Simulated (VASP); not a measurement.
# KCl (I-4m2) in VASP: further runs

The runs below take KCl through single point, with PBE, r2SCAN.

Program: VASP 6.6.1. These are calculated values, not measurements. Logs are shortened: lines on timing, memory, paths and dates and some standing lists are left out, and cuts for length are marked.

## (1) The cell of the first run

It takes space group I-4m2 (No. 119, tetragonal). Conventional cell: a = 5.241 Å, b = 5.241 Å, c = 6.043 Å, α = 90.00°, β = 90.00°, γ = 90.00°. Within 4.0 Å of K (site symmetry -4m2) lie 4 Cl at 3.02 Å. Cl (site symmetry -4m2) has 4 K at 3.02 Å within 4.0 Å.

## (2) Single point, PBE (epitaxial xy strain +5.7%)

Contents of INCAR:

```
SYSTEM = KCl
PREC     = Accurate       ! precision mode
ENCUT    = 520            ! plane-wave cutoff, eV
EDIFF    = 1E-6           ! SCF threshold, eV
ISMEAR   = -1             ! smearing method
SIGMA    = 0.02           ! smearing width, eV
LREAL    = .FALSE.        ! projectors in reciprocal space
LASPH    = .TRUE.         ! aspherical terms in the spheres
NELM     = 80             ! most SCF steps
ALGO     = Normal         ! electronic algorithm
ISIF     = 2              ! what is computed and relaxed
LWAVE    = .FALSE.        ! write WAVECAR
LCHARG   = .FALSE.        ! write CHGCAR
GGA      = PE             ! functional
NBANDS   = 15             ! bands
```

Contents of KPOINTS:

```
Automatic mesh
0
G
  6 6 6
  0 0 0
```

Contents of POSCAR:

```
KCl
1.0
    0.0000000000      3.7061457669      3.0214740150
    3.7061457669      0.0000000000      3.0214740150
    3.7061457669      3.7061457669      0.0000000000
K Cl
1 1
Direct
    0.0000000000      0.0000000000      0.0000000000
    0.2500000000      0.2500000000      0.2500000000
```

Potentials or basis: VASP PAW PBE potentials, release 64 (K_sv, Cl).

The run is started by

```bash
> cat potpaw_PBE.64/K_sv/POTCAR potpaw_PBE.64/Cl/POTCAR > POTCAR
> mpirun -np 1 vasp_std > vasp.out
```

OUTCAR:

```text
SYSTEM = KCl
   PREC = Accurate
   ENCUT = 520
   EDIFF = 1E-6
   ISMEAR = -1
   LREAL = .FALSE.
   LASPH = .TRUE.
   NELM = 80
   ISIF = 2
   GGA = PE

 ion  position               nearest neighbor table
   1  0.000  0.000  0.000-   2 3.02   2 3.02   2 3.02   2 3.02
   2  0.250  0.250  0.250-   1 3.02   1 3.02   1 3.02   1 3.02

  LATTYP: Found a body centered tetragonal cell.
 ALAT       =     5.2412816077
 C/A-ratio  =     1.1529523659

  Lattice vectors:

 A1 = (   0.0000000000,  -3.7061457669,  -3.0214740150)
 A2 = (   0.0000000000,   3.7061457669,  -3.0214740150)
 A3 = (   3.7061457669,   0.0000000000,   3.0214740150)

Analysis of symmetry for initial positions (statically):
=====================================================================
 Subroutine PRICEL returns:
 Original cell was already a primitive cell.

 Routine SETGRP: Setting up the symmetry group for a
 body centered tetragonal supercell.

 Subroutine GETGRP returns: Found  8 space group operations
 (whereof  8 operations were pure point group operations)
 out of a pool of 16 trial point group operations.

The static configuration has the point symmetry D_2d.

Analysis of symmetry for dynamics (positions and initial velocities):
=====================================================================
 Subroutine PRICEL returns:
 Original cell was already a primitive cell.

 Routine SETGRP: Setting up the symmetry group for a
 body centered tetragonal supercell.

 Subroutine GETGRP returns: Found  8 space group operations
 (whereof  8 operations were pure point group operations)
 out of a pool of 16 trial point group operations.

The dynamic configuration has the point symmetry D_2d.

 Subroutine INISYM returns: Found  8 space group operations
 (whereof  8 operations are pure point group operations),
 and found     1 'primitive' translations

----------------------------------------------------------------------------------------

                                     Primitive cell

  volume of cell :      83.0030

  direct lattice vectors                    reciprocal lattice vectors
     0.000000000  3.706145767  3.021474015    -0.134911045  0.134911045  0.165482145
     3.706145767  0.000000000  3.021474015     0.134911045 -0.134911045  0.165482145
     3.706145767  3.706145767  0.000000000     0.134911045  0.134911045 -0.165482145

  length of vectors
     4.781717439  4.781717439  5.241281608     0.252559539  0.252559539  0.252559539

  position of ions in fractional coordinates (direct lattice)
     0.000000000  0.000000000  0.000000000
     0.250000000  0.250000000  0.250000000

  ion indices of the primitive-cell ions
   primitive index   ion index
                 1           1
                 2           2

----------------------------------------------------------------------------------------

 KPOINTS: Automatic mesh

Automatic generation of k-mesh.
 Grid dimensions read from file:
 generate k-points for:    6    6    6

 Generating k-lattice:

  Cartesian coordinates                     Fractional coordinates (reciprocal lattice)
    -0.022485174  0.022485174  0.027580357     0.166666667  0.000000000  0.000000000
     0.022485174 -0.022485174  0.027580357     0.000000000  0.166666667  0.000000000
     0.022485174  0.022485174 -0.027580357    -0.000000000 -0.000000000  0.166666667

  Length of vectors
     0.042093256  0.042093256  0.042093256

  Shift w.r.t. Gamma in fractional coordinates (k-lattice)
     0.000000000  0.000000000  0.000000000

 Subroutine IBZKPT returns following result:
 ===========================================

 Found     30 irreducible k-points:

 Following reciprocal coordinates:
            Coordinates               Weight
  0.000000  0.000000  0.000000      1.000000
  0.166667 -0.000000  0.000000      8.000000
  0.333333 -0.000000  0.000000      8.000000
  0.500000  0.000000  0.000000      4.000000
  0.166667  0.166667  0.000000      2.000000
  0.333333  0.166667  0.000000      8.000000
[... 16 lines left out ...]
  0.333333  0.000000  0.333333      4.000000
  0.500000  0.000000  0.333333     16.000000
 [... further k-points ...]
   k-points           NKPTS =     30   k-points in BZ     NKDIM =     30   number of bands    NBANDS=     15
   number of dos      NEDOS =    301   number of ions     NIONS =      2
   total plane-waves  NPLWV =  51840
   dimension x,y,z NGX =    36 NGY =   36 NGZ =   40
   dimension x,y,z NGXF=    72 NGYF=   72 NGZF=   80
   ions per type =               1   1
   NGX,Y,Z   is equivalent  to a cutoff of  12.52, 12.52, 12.69 a.u.
   NGXF,Y,Z  is equivalent  to a cutoff of  25.03, 25.03, 25.37 a.u.
 SYSTEM =  KCl
   PREC   = accura    normal or accurate (medium, high low for compatibility)
   ISTART =      0    job   : 0-new  1-cont  2-samecut
   ICHARG =      2    charge: 1-file 2-atom 10-const
   ISPIN  =      1    spin polarized calculation?
   LNONCOLLINEAR =      F non collinear calculations
   LSORBIT =      F    spin-orbit coupling
   LASPH  =      T    aspherical Exc in radial PAW
   ENCUT  =  520.0 eV  38.22 Ry    6.18 a.u.   8.89  8.89  9.75*2*pi/ulx,y,z
   NELM   =     80;   NELMIN=  2; NELMDL= -5     # of ELM steps
   EDIFF  = 0.1E-05   stopping-criterion for ELM
   LREAL  =      F    real-space projection
   EDIFFG = 0.1E-04   stopping-criterion for IOM
   NSW    =      0    number of steps for IOM
   IBRION =     -1    ionic relax: 0-MD 1-quasi-New 2-CG
   NFREE  =      0    steps in history (QN), initial steepest desc. (CG)
   ISIF   =      2    stress and relaxation
   ISYM   =      2    0-nonsym 1-usesym 2-fastsym
   POTIM  = 0.5000    time-step for ionic-motion
   TEBEG  =    0.0;   TEEND  =   0.0 temperature during run
   PSTRESS=    0.0 pullay stress
   NELECT =      16.0000    total number of electrons
   NUPDOWN=      -1.0000    fix difference up-down
   EMIN   =  10.00;   EMAX   =-10.00  energy-range for DOS
   EFERMI =   0.00;   METHOD = LEGACY
   ISMEAR =    -1;   SIGMA  =   0.02  broadening in eV -4-tet -1-fermi 0-gaus
   EFERMI_NEDOS =   21; number of points for ismear=-14 and -15
   IALGO  =     38    algorithm
   IMIX   =      4    mixing-type and parameters
     AMIX     =   0.40;   BMIX     =  1.00
     AMIX_MAG =   1.60;   BMIX_MAG =  1.00
  volume/ion in A,a.u.               =      41.50       280.07
  Fermi-wavevector in a.u.,A,eV,Ry     =   0.945693  1.787101 12.168172  0.894335
  Thomas-Fermi vector in A             =   2.073619
   LORBIT       =      0    0 simple, 1 ext, 2 COOP (PROOUT), +10 PAW based schemes
   GGA     = PE    functional components
   LHFCALC =     F    Hartree Fock is set to
   AEXX    =    0.0000 exact exchange contribution
   IVDW    =     0    specifies the selected vdW correction
   LEPSILON=     F    determine dielectric tensor
   LRPA    =     F    only Hartree local field effects (RPA)
 non-spin polarized calculation
  energy-cutoff  :      520.00
  volume of cell :       83.00
 maximum number of plane-waves:      2256
   NGX = 17   NGY = 17   NGZ = 19

 number of electron      15.9999999 magnetization

 Free energy of the ion-electron system (eV)
  ---------------------------------------------------
  ext. energy  EPLUGINS =         0.00000000
  ---------------------------------------------------
  free energy    TOTEN  =        -6.61438134 eV

  energy without entropy =       -6.61438134  energy(sigma->0) =       -6.61438134

 E-fermi :  -2.4570     XC(G=0):  -6.2728

 val. band max:       -3.0178183460   @ k =   0.3333   0.0000   0.3333
 cond. band min:       1.7174620028   @ k =   0.0000   0.0000   0.0000
 fundamental gap:      4.7352803489
 Fermi energy:        -2.4570184900

 k-point     1 :       0.0000    0.0000    0.0000
  band No.  band energies     occupation
      1     -30.3045      2.00000
      2     -14.8482      2.00000
      3     -13.8162      2.00000
      4     -13.7925      2.00000
      5     -13.7925      2.00000
      6      -3.1218      2.00000
      7      -3.1218      2.00000
      8      -3.0776      2.00000
      9       1.7175      0.00000
     10       5.6410      0.00000
     11       6.7647      0.00000
     12       7.0558      0.00000
     13       7.0558      0.00000
     14       7.8484      0.00000
     15       8.2555      0.00000

 k-point     2 :       0.1667   -0.0000    0.0000
  band No.  band energies     occupation
      1     -30.3036      2.00000
      2     -14.9012      2.00000
      3     -13.8139      2.00000
      4     -13.7973      2.00000
      5     -13.7372      2.00000
      6      -3.2257      2.00000
      7      -3.1302      2.00000
      8      -3.0720      2.00000
      9       2.1749      0.00000
     10       5.5529      0.00000
     11       6.2443      0.00000
     12       7.0882      0.00000
     13       7.3843      0.00000
     14       7.5984      0.00000
     15       8.2192      0.00000

 k-point     3 :       0.3333   -0.0000    0.0000
  band No.  band energies     occupation
      1     -30.3018      2.00000
      2     -14.9919      2.00000
      3     -13.8165      2.00000
      4     -13.8069      2.00000
      5     -13.6357      2.00000
      6      -3.3954      2.00000
      7      -3.1474      2.00000
      8      -3.0496      2.00000
      9       3.2147      0.00000
     10       5.4960      0.00000
     11       5.5203      0.00000
     12       6.4762      0.00000
     13       7.4300      0.00000
     14       7.7623      0.00000
     15       7.7660      0.00000
[... 343 lines left out ...]
 k-point    23 :       0.3333    0.0000    0.3333
  band No.  band energies     occupation
      1     -30.3014      2.00000
      2     -15.0540      2.00000
      3     -13.8395      2.00000
      4     -13.7996      2.00000
      5     -13.5430      2.00000
      6      -3.4771      2.00000
      7      -3.1048      2.00000
      8      -3.0178      2.00000
      9       3.2921      0.00000
     10       4.4228      0.00000
     11       6.2473      0.00000
     12       7.0790      0.00000
     13       7.0886      0.00000
     14       7.8375      0.00000
     15       8.5718      0.00000

 k-point    24 :       0.5000    0.0000    0.3333
  band No.  band energies     occupation
      1     -30.3005      2.00000
      2     -15.0886      2.00000
      3     -13.8468      2.00000
      4     -13.8070      2.00000
      5     -13.4950      2.00000
      6      -3.4946      2.00000
      7      -3.1277      2.00000
      8      -3.0434      2.00000
      9       3.6961      0.00000
     10       4.4688      0.00000
     11       6.1897      0.00000
     12       6.8303      0.00000
     13       7.4330      0.00000
     14       7.6865      0.00000
     15       8.0575      0.00000

 [... further k-points ...]

------------------------ aborting loop because EDIFF is reached ----------------------------------------

  FORCE on cell =-STRESS in cart. coord.  units (eV):
  Direction    XX          YY          ZZ          XY          YZ          ZX
  --------------------------------------------------------------------------------------
  -------------------------------------------------------------------------------------
  Total        0.2802032      0.2802032      0.1658540      0.0000000      0.0000000     -0.0000000
  in kB        5.4086623      5.4086623      3.2014208      0.0000000      0.0000000     -0.0000000
  external PRESSURE =       4.6729152 kB  Pullay stress =       0.0000000 kB

 VOLUME and BASIS-vectors are now :
 -----------------------------------------------------------------------------
  energy-cutoff  :      520.00
  volume of cell :       83.00
      direct lattice vectors                 reciprocal lattice vectors
     0.000000000  3.706145767  3.021474015    -0.134911045  0.134911045  0.165482145
     3.706145767  0.000000000  3.021474015     0.134911045 -0.134911045  0.165482145
     3.706145767  3.706145767  0.000000000     0.134911045  0.134911045 -0.165482145

 POSITION                                       TOTAL-FORCE (eV/Angst)
 -----------------------------------------------------------------------------------
      0.00000      0.00000      0.00000         0.000000      0.000000      0.000000
      1.85307      1.85307      1.51074        -0.000000     -0.000000     -0.000000
 -----------------------------------------------------------------------------------
    total drift:                                0.000000      0.000000      0.000000

  FREE ENERGIE OF THE ION-ELECTRON SYSTEM (eV)
  ---------------------------------------------------
  free  energy   TOTEN  =        -6.6143813355 eV

  energy  without entropy=       -6.6143813355  energy(sigma->0) =       -6.61438134
```

Run time: 22 s. Hardware: 1 thread of Intel Xeon 6975P-C (Granite Rapids), shared host; peak memory 0.22 GiB.

Results:

```
Free energy            : -6.6144 eV
Pressure               : 0.5 GPa
Band gap on the k mesh : 4.74 eV, indirect (least direct gap 4.80 eV)
```

Stress tensor (GPa, compression positive):
```
0.54 0.00 0.00
0.00 0.54 0.00
0.00 0.00 0.32
```

Levels at points of the mesh, in eV from the valence-band top:
| k point | band 5 | band 6 | band 7 | band 8 | band 9 | band 10 | band 11 | band 12 |
| --- | --- | --- | --- | --- | --- | --- | --- | --- |
| (0.00, 0.00, 0.00) | -10.77 | -0.10 | -0.10 | -0.06 | 4.74 | 8.66 | 9.78 | 10.07 |
| (0.50, 0.00, 0.00) | -10.57 | -0.44 | -0.14 | -0.02 | 7.28 | 7.49 | 8.52 | 9.47 |
| (0.50, 0.50, 0.00) | -10.59 | -0.40 | -0.16 | -0.16 | 6.94 | 7.63 | 10.13 | 10.13 |
| (0.50, 0.00, 0.50) | -10.46 | -0.55 | -0.04 | -0.02 | 6.58 | 7.49 | 9.69 | 10.10 |

Caveat: the cell differs from its parent crystal (epitaxial xy strain +5.7%).

## (3) Single point, r2SCAN (epitaxial xy strain +5.7%)

POSCAR is that of step 2.

Contents of INCAR.step1:

```
SYSTEM = KCl
PREC = Accurate ; ENCUT = 520
ISMEAR = 0 ; SIGMA = 0.01
LREAL = .FALSE. ; LASPH = .TRUE.
NELM = 60 ; NBANDS = 15
GGA = PE ; ALGO = Normal
EDIFF = 1E-4 ; LWAVE = .TRUE.
LCHARG = .FALSE.
```

Contents of INCAR.step2:

```
SYSTEM = KCl
PREC = Accurate ; ENCUT = 520
EDIFF = 1E-6 ; ISMEAR = 0
SIGMA = 0.01 ; LREAL = .FALSE.
LASPH = .TRUE. ; NELM = 60
ALGO = Normal ; ISIF = 2
LWAVE = .FALSE. ; LCHARG = .FALSE.
METAGGA = R2SCAN ; LMIXTAU = .TRUE.
NBANDS = 15 ; ISTART = 1
```

Contents of KPOINTS:

```
regular mesh
0
G
  6 6 6
  0 0 0
```

Potentials or basis: VASP PAW PBE potentials, release 64 (K_sv, Cl).

The run is started by

```bash
> cat potpaw_PBE.64/K_sv/POTCAR potpaw_PBE.64/Cl/POTCAR > POTCAR
> cp INCAR.step1 INCAR
> mpirun -np 1 vasp_std > vasp.out
> cp INCAR.step2 INCAR
> mpirun -np 1 vasp_std > vasp.out
```

OUTCAR:

```text
SYSTEM = KCl
   PREC = Accurate
   ENCUT = 520
   EDIFF = 1E-6
   ISMEAR = 0
   LREAL = .FALSE.
   LASPH = .TRUE.
   NELM = 60
   ISIF = 2
   METAGGA = R2SCAN
   ISTART = 1

 ion  position               nearest neighbor table
   1  0.000  0.000  0.000-   2 3.02   2 3.02   2 3.02   2 3.02
   2  0.250  0.250  0.250-   1 3.02   1 3.02   1 3.02   1 3.02

  LATTYP: Found a body centered tetragonal cell.
 ALAT       =     5.2412816077
 C/A-ratio  =     1.1529523659

  Lattice vectors:

 A1 = (   0.0000000000,  -3.7061457669,  -3.0214740150)
 A2 = (   0.0000000000,   3.7061457669,  -3.0214740150)
[... 609 lines left out ...]
     11       6.6623      0.00000
     12       7.2257      0.00000
     13       7.9146      0.00000
     14       8.1489      0.00000
     15       8.5823      0.00000

 [... further k-points ...]
[... 5 lines left out ...]
  --------------------------------------------------------------------------------------
  -------------------------------------------------------------------------------------
  Total        0.1147573      0.1147573     -0.0187720      0.0000000      0.0000000      0.0000000
  in kB        2.2151191      2.2151191     -0.3623486      0.0000000      0.0000000      0.0000000
  external PRESSURE =       1.3559632 kB  Pullay stress =       0.0000000 kB

 VOLUME and BASIS-vectors are now :
 -----------------------------------------------------------------------------
  energy-cutoff  :      520.00
  volume of cell :       83.00
      direct lattice vectors                 reciprocal lattice vectors
     0.000000000  3.706145767  3.021474015    -0.134911045  0.134911045  0.165482145
     3.706145767  0.000000000  3.021474015     0.134911045 -0.134911045  0.165482145
     3.706145767  3.706145767  0.000000000     0.134911045  0.134911045 -0.165482145

 POSITION                                       TOTAL-FORCE (eV/Angst)
 -----------------------------------------------------------------------------------
      0.00000      0.00000      0.00000         0.000000      0.000000     -0.000000
      1.85307      1.85307      1.51074        -0.000000     -0.000000      0.000000
 -----------------------------------------------------------------------------------
    total drift:                               -0.000002     -0.000002      0.000000

  FREE ENERGIE OF THE ION-ELECTRON SYSTEM (eV)
  ---------------------------------------------------
  free  energy   TOTEN  =       -16.2250658674 eV

  energy  without entropy=      -16.2250658674  energy(sigma->0) =      -16.22506587
```

OUTCAR.step1:

```text
SYSTEM = KCl
   PREC = Accurate
   ENCUT = 520
   ISMEAR = 0
   LREAL = .FALSE.
   LASPH = .TRUE.
[... 654 lines left out ...]
      0.00000      0.00000      0.00000         0.000000      0.000000      0.000000
      1.85307      1.85307      1.51074        -0.000000     -0.000000     -0.000000
 -----------------------------------------------------------------------------------
    total drift:                                0.000000      0.000000      0.000001

  FREE ENERGIE OF THE ION-ELECTRON SYSTEM (eV)
  ---------------------------------------------------
  free  energy   TOTEN  =        -6.6143672365 eV

  energy  without entropy=       -6.6143672365  energy(sigma->0) =       -6.61436724
```

OSZICAR.step1:

```text
N       E                     dE             d eps       ncg     rms          rms(c)
DAV:   1     0.102014258889E+03    0.10201E+03   -0.67224E+03   900   0.915E+02
DAV:   2     0.741073692047E+00   -0.10127E+03   -0.93759E+02  1162   0.226E+02
DAV:   3    -0.677822790952E+01   -0.75193E+01   -0.74858E+01  1271   0.543E+01
DAV:   4    -0.707725996003E+01   -0.29903E+00   -0.29895E+00  1529   0.987E+00
DAV:   5    -0.707947289244E+01   -0.22129E-02   -0.22129E-02  1264   0.900E-01    0.352E+00
DAV:   6    -0.662537842342E+01    0.45409E+00   -0.67805E-01  1166   0.375E+00    0.275E+00
DAV:   7    -0.658781493917E+01    0.37563E-01   -0.18398E-01  1257   0.213E+00    0.167E+00
DAV:   8    -0.661055477231E+01   -0.22740E-01   -0.29343E-02  1116   0.117E+00    0.317E-01
DAV:   9    -0.661217131314E+01   -0.16165E-02   -0.21022E-03  1264   0.256E-01    0.165E-01
DAV:  10    -0.661434542470E+01   -0.21741E-02   -0.17355E-03   935   0.266E-01    0.334E-02
DAV:  11    -0.661436723646E+01   -0.21812E-04   -0.50628E-05  1016   0.508E-02
   1 F= -.66143672E+01 E0= -.66143672E+01  d E =-.165556E-17
```

It took 73 s on 1 thread of Intel Xeon 6975P-C (Granite Rapids), shared host; peak memory 0.24 GiB.

What came out:

```yaml
Free_energy: -16.2251 eV
Pressure: 0.1 GPa
Band_gap_on_the_k_mesh: 5.31 eV, indirect (least direct gap 5.37 eV)
```

Levels at points of the mesh, in eV from the valence-band top:
```csv
k point,band 4,band 5,band 6,band 7,band 8,band 9,band 10,band 11,band 12,band 13
"(0.00, 0.00, 0.00)",-11.10,-11.10,-0.10,-0.10,-0.06,5.31,9.38,10.54,10.81,10.81
"(0.50, 0.00, 0.00)",-11.12,-10.92,-0.43,-0.14,-0.02,7.85,8.12,9.20,10.23,11.07
"(0.50, 0.50, 0.00)",-11.14,-10.94,-0.39,-0.16,-0.16,7.43,8.25,10.88,10.88,11.58
"(0.50, 0.00, 0.50)",-11.11,-10.80,-0.53,-0.04,-0.02,7.08,8.07,10.63,10.96,10.97
```

Caveat: the cell differs from its parent crystal (epitaxial xy strain +5.7%); the PAW data sets were made with another functional, which shifts forces and pressure a little.
